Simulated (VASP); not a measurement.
A run of VASP 6.6.1:

Contents of INCAR:

```
SYSTEM = AlNi
  ALGO = Normal
  EDIFF = 1E-6
  ENCUT = 600
  GGA_COMPAT = .FALSE.
  ISIF = 2
  ISMEAR = 0
  LASPH = .TRUE.
  LCHARG = .FALSE.
  LREAL = .FALSE.
  LWAVE = .FALSE.
  NBANDS = 14
  NELM = 120
  PREC = Accurate
  SIGMA = 0.1
```

The input KPOINTS:

```
k-points
0
G
  14 14 14
  0 0 0
```

Contents of POSCAR:

```
AlNi
1.0
    2.8323626160      0.0000000000      0.0000000000
    0.0000000000      2.8323626160      0.0000000000
    0.0000000000      0.0000000000      2.8323626160
Ni Al
1 1
Direct
    0.0000000000      0.0000000000      0.0000000000
    0.5000000000      0.5000000000      0.5000000000
```

Potentials or basis: VASP PAW LDA potentials, release 64 (Ni, Al).

Launch:

```sh
$ cat potpaw_LDA.64/Ni/POTCAR potpaw_LDA.64/Al/POTCAR > POTCAR
$ mpirun -np 1 vasp_std > vasp.out
```

Hardware: 1 thread of Intel(R) Xeon(R) 6975P-C (Granite Rapids), with other jobs on the host.

Problem. Estimate the wall time of this run.

Solution. Run time: 9.2 s on 1 thread of Intel(R) Xeon(R) 6975P-C (Granite Rapids) (shared host), peak memory 0.16 GiB. Counts: scf iterations 12, k points 120.
